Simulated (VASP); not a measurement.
# P (C2/m) in VASP: single point with r2SCAN

Aim: the single point of P with r2SCAN.

All numbers are computed with VASP 6.6.1; they aren't measurements. Logs are shortened: lines on timing, memory, paths and dates and some standing lists are left out, and cuts for length are marked.

### 1 The cell of the first run

Symmetry: C2/m, No. 12, monoclinic system. Conventional cell: a = 9.654 Å, b = 8.581 Å, c = 5.557 Å, α = 90.00°, β = 90.15°, γ = 90.00°. P (site symmetry m) has 3 P at 2.05 to 2.39 Å within 2.7 Å. P (site symmetry m) has 3 P at 2.35 to 2.39 Å within 3.1 Å. P (site symmetry 1) has 3 P at 2.00 to 2.35 Å within 2.6 Å.

### 2 Single point, r2SCAN (atoms displaced along a vibrational mode)

POSCAR reads:

```
P
1.0
    4.8269041647     -4.2903700230      0.0039727382
    4.8269041647      4.2903700230      0.0039727382
   -0.0191252913      0.0000000000      5.5570947015
P
8
Direct
    0.8371297107      0.8371297107      0.2357351772
    0.1628702893      0.1628702893      0.7642648228
    0.7135820851      0.7135820851      0.6084745807
    0.2864179149      0.2864179149      0.3915254193
    0.5358077657      0.7683100892      0.2399293571
    0.2316899108      0.4641922343      0.7600706429
    0.4641922343      0.2316899108      0.7600706429
    0.7683100892      0.5358077657      0.2399293571
```

INCAR.step1 reads:

```
SYSTEM = P
PREC = Accurate
ENCUT = 520
ISMEAR = 0
SIGMA = 0.05
LREAL = .False.
LASPH = .True.
NELM = 100
NBANDS = 30
GGA = PE
ALGO = Normal
EDIFF = 1E-4
LWAVE = .True.
LCHARG = .False.
```

INCAR.step2 reads:

```
SYSTEM = P
PREC = Accurate
ENCUT = 520
EDIFF = 1E-6
ISMEAR = 0
SIGMA = 0.05
LREAL = .False.
LASPH = .True.
NELM = 100
ALGO = Normal
ISIF = 2
LWAVE = .False.
LCHARG = .False.
METAGGA = R2SCAN
LMIXTAU = .True.
NBANDS = 30
ISTART = 1
```

KPOINTS reads:

```
Automatic mesh
0
Gamma
  4 4 4
  0 0 0
```

Potentials or basis: VASP PAW PBE potentials, release 64 (P).

The run is started by

```console
cat potpaw_PBE.64/P/POTCAR > POTCAR
cp INCAR.step1 INCAR
mpirun -np 1 vasp_std > vasp.out
cp INCAR.step2 INCAR
mpirun -np 1 vasp_std > vasp.out
```

OUTCAR:

```text
SYSTEM = P
   PREC = Accurate
   ENCUT = 520
   EDIFF = 1E-6
   ISMEAR = 0
   LREAL = .False.
   LASPH = .True.
   NELM = 100
   ISIF = 2
   METAGGA = R2SCAN
   ISTART = 1

 ion  position               nearest neighbor table
   1  0.837  0.837  0.236-   5 2.05   8 2.05   3 2.39
   2  0.163  0.163  0.764-   6 2.05   7 2.05   4 2.39
   3  0.714  0.714  0.608-   5 2.35   8 2.35   1 2.39
   4  0.286  0.286  0.392-   6 2.35   7 2.35   2 2.39
   5  0.536  0.768  0.240-   8 2.00   1 2.05   3 2.35
   6  0.232  0.464  0.760-   7 2.00   2 2.05   4 2.35
   7  0.464  0.232  0.760-   6 2.00   2 2.05   4 2.35
   8  0.768  0.536  0.240-   5 2.00   1 2.05   3 2.35

  LATTYP: Found a base centered monoclinic cell.
 ALAT       =     9.6538115991
 B/A-ratio  =     0.8888447799
 C/A-ratio  =     0.5756407772
 COS(beta)  =    -0.0026185419

  Lattice vectors:

 A1 = (   4.8269041647,  -4.2903700230,   0.0039727382)
 A2 = (   4.8269041647,   4.2903700230,   0.0039727382)
 A3 = (  -0.0191252913,   0.0000000000,   5.5570947015)

Analysis of symmetry for initial positions (statically):
=====================================================================
 Subroutine PRICEL returns:
 Original cell was already a primitive cell.

 Routine SETGRP: Setting up the symmetry group for a
 base centered monoclinic supercell.

 Subroutine GETGRP returns: Found  4 space group operations
 (whereof  4 operations were pure point group operations)
 out of a pool of  4 trial point group operations.

The static configuration has the point symmetry C_2h.

Analysis of symmetry for dynamics (positions and initial velocities):
=====================================================================
 Subroutine PRICEL returns:
 Original cell was already a primitive cell.

 Routine SETGRP: Setting up the symmetry group for a
 base centered monoclinic supercell.

 Subroutine GETGRP returns: Found  4 space group operations
 (whereof  4 operations were pure point group operations)
 out of a pool of  4 trial point group operations.

The dynamic configuration has the point symmetry C_2h.

 Subroutine INISYM returns: Found  4 space group operations
 (whereof  4 operations are pure point group operations),
 and found     1 'primitive' translations

----------------------------------------------------------------------------------------

                                     Primitive cell

  volume of cell :     230.1667

  direct lattice vectors                    reciprocal lattice vectors
     4.826904165 -4.290370023  0.003972738     0.103585770 -0.116540065  0.000356501
     4.826904165  4.290370023  0.003972738     0.103585770  0.116540065  0.000356501
    -0.019125291  0.000000000  5.557094701    -0.000148106  0.000000000  0.179949636

  length of vectors
     6.458041075  6.458041075  5.557127612     0.155922178  0.155922178  0.179949697

  position of ions in fractional coordinates (direct lattice)
     0.837129711  0.837129711  0.235735177
     0.162870289  0.162870289  0.764264823
     0.713582085  0.713582085  0.608474581
     0.286417915  0.286417915  0.391525419
     0.535807766  0.768310089  0.239929357
     0.231689911  0.464192234  0.760070643
     0.464192234  0.231689911  0.760070643
     0.768310089  0.535807766  0.239929357

  ion indices of the primitive-cell ions
   primitive index   ion index
                 1           1
                 2           2
                 3           3
                 4           4
                 5           5
                 6           6
                 7           7
                 8           8

----------------------------------------------------------------------------------------

 KPOINTS: Automatic mesh

Automatic generation of k-mesh.
 Grid dimensions read from file:
 generate k-points for:    4    4    4

 Generating k-lattice:

  Cartesian coordinates                     Fractional coordinates (reciprocal lattice)
     0.025896442 -0.029135016  0.000089125     0.250000000 -0.000000000  0.000000000
     0.025896442  0.029135016  0.000089125    -0.000000000  0.250000000  0.000000000
    -0.000037026  0.000000000  0.044987409     0.000000000  0.000000000  0.250000000

  Length of vectors
     0.038980544  0.038980544  0.044987424

  Shift w.r.t. Gamma in fractional coordinates (k-lattice)
     0.000000000  0.000000000  0.000000000

 Subroutine IBZKPT returns following result:
 ===========================================

 Found     24 irreducible k-points:

 Following reciprocal coordinates:
            Coordinates               Weight
  0.000000  0.000000  0.000000      1.000000
  0.250000 -0.000000  0.000000      4.000000
  0.500000 -0.000000  0.000000      2.000000
  0.250000  0.250000  0.000000      2.000000
  0.500000  0.250000  0.000000      4.000000
 -0.250000  0.250000  0.000000      2.000000
[... 16 lines left out ...]
 -0.250000  0.250000  0.500000      2.000000
  0.500000  0.500000  0.500000      1.000000
   k-points           NKPTS =     24   k-points in BZ     NKDIM =     24   number of bands    NBANDS=     30
   number of dos      NEDOS =    301   number of ions     NIONS =      8
   total plane-waves  NPLWV =  96768
   dimension x,y,z NGX =    48 NGY =   48 NGZ =   42
   dimension x,y,z NGXF=    96 NGYF=   96 NGZF=   84
   ions per type =               8
   NGX,Y,Z   is equivalent  to a cutoff of  12.36, 12.36, 12.56 a.u.
   NGXF,Y,Z  is equivalent  to a cutoff of  24.71, 24.71, 25.13 a.u.
 SYSTEM =  P
   PREC   = accura    normal or accurate (medium, high low for compatibility)
   ISTART =      1    job   : 0-new  1-cont  2-samecut
   ICHARG =      0    charge: 1-file 2-atom 10-const
   ISPIN  =      1    spin polarized calculation?
   LNONCOLLINEAR =      F non collinear calculations
   LSORBIT =      F    spin-orbit coupling
   LASPH  =      T    aspherical Exc in radial PAW
   ENCUT  =  520.0 eV  38.22 Ry    6.18 a.u.  12.01 12.01 10.33*2*pi/ulx,y,z
   NELM   =    100;   NELMIN=  2; NELMDL=  0     # of ELM steps
   EDIFF  = 0.1E-05   stopping-criterion for ELM
   LREAL  =      F    real-space projection
   EDIFFG = 0.1E-04   stopping-criterion for IOM
   NSW    =      0    number of steps for IOM
   IBRION =     -1    ionic relax: 0-MD 1-quasi-New 2-CG
   NFREE  =      0    steps in history (QN), initial steepest desc. (CG)
   ISIF   =      2    stress and relaxation
   ISYM   =      2    0-nonsym 1-usesym 2-fastsym
   POTIM  = 0.5000    time-step for ionic-motion
   TEBEG  =    0.0;   TEEND  =   0.0 temperature during run
   PSTRESS=    0.0 pullay stress
   NELECT =      40.0000    total number of electrons
   NUPDOWN=      -1.0000    fix difference up-down
   EMIN   =  10.00;   EMAX   =-10.00  energy-range for DOS
   EFERMI =   0.00;   METHOD = LEGACY
   ISMEAR =     0;   SIGMA  =   0.05  broadening in eV -4-tet -1-fermi 0-gaus
   EFERMI_NEDOS =   21; number of points for ismear=-14 and -15
   IALGO  =     38    algorithm
   IMIX   =      4    mixing-type and parameters
     AMIX     =   0.40;   BMIX     =  1.00
     AMIX_MAG =   1.60;   BMIX_MAG =  1.00
  volume/ion in A,a.u.               =      28.77       194.16
  Fermi-wavevector in a.u.,A,eV,Ry     =   0.913582  1.726419 11.355849  0.834631
  Thomas-Fermi vector in A             =   2.038110
   LORBIT       =      0    0 simple, 1 ext, 2 COOP (PROOUT), +10 PAW based schemes
   METAGGA = R2SCAN    functional components
   LHFCALC =     F    Hartree Fock is set to
   AEXX    =    0.0000 exact exchange contribution
   IVDW    =     0    specifies the selected vdW correction
   LEPSILON=     F    determine dielectric tensor
   LRPA    =     F    only Hartree local field effects (RPA)
 non-spin polarized calculation
 Gauss-broadening in eV      SIGMA  =   0.05
  energy-cutoff  :      520.00
  volume of cell :      230.17
 maximum number of plane-waves:      6220
   NGX = 25   NGY = 25   NGZ = 21

 number of electron      40.0000007 magnetization

 Free energy of the ion-electron system (eV)
  ---------------------------------------------------
  ext. energy  EPLUGINS =         0.00000000
  ---------------------------------------------------
  free energy    TOTEN  =       -68.61379332 eV

  energy without entropy =      -68.61379332  energy(sigma->0) =      -68.61379332

 E-fermi :   0.8606     XC(G=0):  -8.1425

 val. band max:        0.6078290482   @ k =   0.5000   0.2500   0.0000
 cond. band min:       3.2560353436   @ k =   0.5000   0.0000   0.5000
 fundamental gap:      2.6482062954
 Fermi energy:         0.8606152071

 k-point     1 :       0.0000    0.0000    0.0000
  band No.  band energies     occupation
      1     -14.7939      2.00000
      2     -14.6310      2.00000
      3      -7.7310      2.00000
      4      -7.6931      2.00000
      5      -7.1039      2.00000
      6      -6.9682      2.00000
[... 22 lines left out ...]
     29       7.1562      0.00000
     30       7.2392      0.00000

 k-point     2 :       0.2500   -0.0000    0.0000
  band No.  band energies     occupation
      1     -14.7730      2.00000
      2     -14.6500      2.00000
      3      -7.7356      2.00000
      4      -7.7086      2.00000
      5      -7.1026      2.00000
      6      -6.9252      2.00000
[... 22 lines left out ...]
     29       6.7920      0.00000
     30       7.0464      0.00000

 k-point     3 :       0.5000   -0.0000    0.0000
  band No.  band energies     occupation
      1     -14.7407      2.00000
      2     -14.6802      2.00000
      3      -7.7425      2.00000
      4      -7.7219      2.00000
      5      -7.0832      2.00000
      6      -6.9642      2.00000
[... 682 lines left out ...]
     29       6.4051      0.00000
     30       6.5588      0.00000

 k-point    24 :       0.5000    0.5000    0.5000
  band No.  band energies     occupation
      1     -14.6697      2.00000
      2     -14.6632      2.00000
      3      -8.2208      2.00000
      4      -8.1944      2.00000
      5      -7.0327      2.00000
      6      -6.9595      2.00000
[... 22 lines left out ...]
     29       5.9830      0.00000
     30       6.4240      0.00000

------------------------ aborting loop because EDIFF is reached ----------------------------------------

  FORCE on cell =-STRESS in cart. coord.  units (eV):
  Direction    XX          YY          ZZ          XY          YZ          ZX
  --------------------------------------------------------------------------------------
  -------------------------------------------------------------------------------------
  Total       11.4667021     16.4441262    -16.4584325      0.0000000      0.0000000      0.3776471
  in kB       79.8190697    114.4666398   -114.5662252      0.0000000      0.0000000      2.6287801
  external PRESSURE =      26.5731614 kB  Pullay stress =       0.0000000 kB

 VOLUME and BASIS-vectors are now :
 -----------------------------------------------------------------------------
  energy-cutoff  :      520.00
  volume of cell :      230.17
      direct lattice vectors                 reciprocal lattice vectors
     4.826904165 -4.290370023  0.003972738     0.103585770 -0.116540065  0.000356501
     4.826904165  4.290370023  0.003972738     0.103585770  0.116540065  0.000356501
    -0.019125291  0.000000000  5.557094701    -0.000148106  0.000000000  0.179949636

 POSITION                                       TOTAL-FORCE (eV/Angst)
 -----------------------------------------------------------------------------------
      8.07698      0.00000      1.31665         3.150759      0.000000      1.409029
      1.55770      0.00000      4.24839        -3.150759      0.000000     -1.409029
      6.87715      0.00000      3.38702         0.133164      0.000000     -3.948586
      2.75754      0.00000      2.17802        -0.133164      0.000000      3.948586
      6.29026      0.99752      1.33849        -1.640475      4.086909      1.254358
      3.34442      0.99752      4.22655         1.640475      4.086909     -1.254358
      3.34442     -0.99752      4.22655         1.640475     -4.086909     -1.254358
      6.29026     -0.99752      1.33849        -1.640475     -4.086909      1.254358
 -----------------------------------------------------------------------------------
    total drift:                                0.000000      0.000000     -0.000000

  FREE ENERGIE OF THE ION-ELECTRON SYSTEM (eV)
  ---------------------------------------------------
  free  energy   TOTEN  =       -68.6137933183 eV

  energy  without entropy=      -68.6137933183  energy(sigma->0) =      -68.61379332
```

It took 11 min on 1 thread of AMD EPYC 7R13, shared host; peak memory 0.35 GiB.

What came out:

| Quantity | Value |
| --- | --- |
| Free energy | -68.6138 eV |
| Pressure | 2.7 GPa |
| Largest force | 4.579 eV/Å |
| Band gap on the k mesh | 2.65 eV (least direct gap 2.77 eV) |

Forces on the atoms (eV/Å):
```
P    3.151  0.000  1.409
P   -3.151  0.000 -1.409
P    0.133  0.000 -3.949
P   -0.133  0.000  3.949
P   -1.640  4.087  1.254
P    1.640  4.087 -1.254
P    1.640 -4.087 -1.254
P   -1.640 -4.087  1.254
```

Caveat: the cell differs from its parent crystal (atoms displaced along a vibrational mode); the stress differs along the axes, from -11 to 11 GPa; the PAW data sets were made with another functional, which shifts forces and pressure a little. A k mesh can miss the band edges.
